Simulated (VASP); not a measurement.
Set up this calculation in VASP 6.6.1, as the native input.

```
Task                   : relaxation of cell and atoms
Functional             : LDA
Potentials or basis    : VASP PAW LDA potentials, release 64 (Sn_d, O)
Cutoff                 : 600 eV
k mesh                 : 4 × 4 × 6
Occupations            : gaussian, width 0.01 eV
Spin                   : no spin polarisation
Target pressure        : 8 GPa
Dipole correction      : no
Further INCAR settings : ALGO = Normal; EDIFF = 1e-07; IBRION = 2; EDIFFG = -0.01; NSW = 80; ISIF = 3
```

The structure of SnO2 (Cassiterite) lies in POSCAR:

```
SnO2
1.0
    4.7380000000      0.0000000000      0.0000000000
    0.0000000000      4.7380000000      0.0000000000
    0.0000000000      0.0000000000      3.1865000000
Sn O
2 4
Direct
    0.0000000000      0.0000000000      0.0000000000
    0.5000000000      0.5000000000      0.5000000000
    0.3071000000      0.3071000000      0.0000000000
    0.1929000000      0.8071000000      0.5000000000
    0.6929000000      0.6929000000      0.0000000000
    0.8071000000      0.1929000000      0.5000000000
```

The input as run:

INCAR

```
SYSTEM = SnO2
PREC = Accurate ; ENCUT = 600
EDIFF = 1E-7 ; ISMEAR = 0
SIGMA = 0.01 ; LREAL = .FALSE.
LASPH = .TRUE. ; NELM = 100
ALGO = Normal ; ISIF = 3
LWAVE = .FALSE. ; LCHARG = .FALSE.
GGA = CA ; IBRION = 2
NSW = 80 ; EDIFFG = -0.01
PSTRESS = 80.0
```

KPOINTS

```
Automatic mesh
0
G
  4 4 6
  0 0 0
```

Potentials or basis: VASP PAW LDA potentials, release 64 (Sn_d, O).

The run is started by

```bash
$ cat potpaw_LDA.64/Sn_d/POTCAR potpaw_LDA.64/O/POTCAR > POTCAR
$ mpirun -np 1 vasp_std > vasp.out
```

It gave:

```json
{
 "Relaxed volume": "11.48 Å³/atom",
 "Relaxed cell": "a = 4.658 Å, b = 4.658 Å, c = 3.175 Å, α = 90.00°, β = 90.00°, γ = 90.00°",
 "Space group after relaxing (to 0.05 Å)": "P4_2/mnm (No. 136)",
 "Energy change on relaxing (the enthalpy is what falls)": "+9.5 meV/atom",
 "Ionic steps": "7",
 "Pressure after relaxing": "8.0 GPa",
 "Band gap on the k mesh": "1.55 eV, direct"
}
```

Caveat: the cell is relaxed towards a set pressure, so the enthalpy falls and the energy may rise; spin-orbit coupling is left out, which moves the levels of the heavy elements.

Wall time 4.4 min on 1 thread of Intel(R) Xeon(R) Platinum 8488C (Sapphire Rapids) (shared host), peak memory 0.21 GiB.
